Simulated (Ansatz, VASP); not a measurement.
# La in VASP and in Ansatz

The input POSCAR:

```
La
1.0
    0.0000000000      2.5439081841      2.5439081841
    2.5439081841      0.0000000000      2.5439081841
    2.5439081841      2.5439081841      0.0000000000
La
1
Direct
    0.0000000000      0.0000000000      0.0000000000
```

INCAR.step1

```
SYSTEM = La
  PREC = Accurate
  ENCUT = 520
  ISMEAR = -1
  SIGMA = 0.1
  LREAL = .FALSE.
  LASPH = .TRUE.
  NELM = 60
  NBANDS = 12
  GGA = PE
  ALGO = Normal
  EDIFF = 1E-4
  LWAVE = .TRUE.
  LCHARG = .FALSE.
```

Contents of INCAR.step2:

```
SYSTEM = La
  PREC = Accurate
  ENCUT = 520
  EDIFF = 1E-6
  ISMEAR = -1
  SIGMA = 0.1
  LREAL = .FALSE.
  LASPH = .TRUE.
  NELM = 60
  ALGO = Normal
  ISIF = 2
  LWAVE = .FALSE.
  LCHARG = .FALSE.
  METAGGA = R2SCAN
  LMIXTAU = .TRUE.
  NBANDS = 12
  ISTART = 1
```

Contents of KPOINTS:

```
regular mesh
0
G
  12 12 12
  0 0 0
```

Input for Ansatz:

```yaml
crystal:
  lattice:
    - [0.0, 2.5439081841, 2.5439081841]
    - [2.5439081841, 0.0, 2.5439081841]
    - [2.5439081841, 2.5439081841, 0.0]
  atoms:
    - { symbol: La, position: [0.0, 0.0, 0.0] }
hamiltonian:
  xc: r2scan
  pseudopotentials:
    kind: paw
    azcp:
      La: "pseudopotentials/La.paw.azcp"
basis:
  ecutwfc: 500
  fft_grid_basis: typed
kpoints:
  mp_grid: { grid: [12, 12, 12], shift: [0, 0, 0] }
magnetization:
  spin_polarized: false
scf:
  occupations: { method: fermi_dirac, width: 0.1 }
  lower_state_search: "off"
output:
  stress: true
  write_density: true
  write_potential: true
  elf: true
  volumetric_format: npy
```

Alike in both runs: task single point; functional r2SCAN; k mesh 12 × 12 × 12; occupations fermi-dirac, width 0.1 eV; no spin polarisation.

|  | VASP | Ansatz |
| --- | --- | --- |
| version | VASP 6.6.1 | Ansatz 0.2.0 |
| potentials or method | VASP PAW PBE potentials, release 64 (La), cutoff 520 eV | plane waves (500 eV) with PAW, scalar-relativistic |
| valence electrons in the cell | 11 | 11 |

Ansatz gave:

* pressure (GPa): 3.1

What did VASP give for the same quantities?

Pressure (GPa): 3.2.

VASP's potentials were made for PBE, not for r2SCAN. The functional is the same, so the differences come from potentials, cutoffs and numerics.

Neither program's run includes spin-orbit coupling.
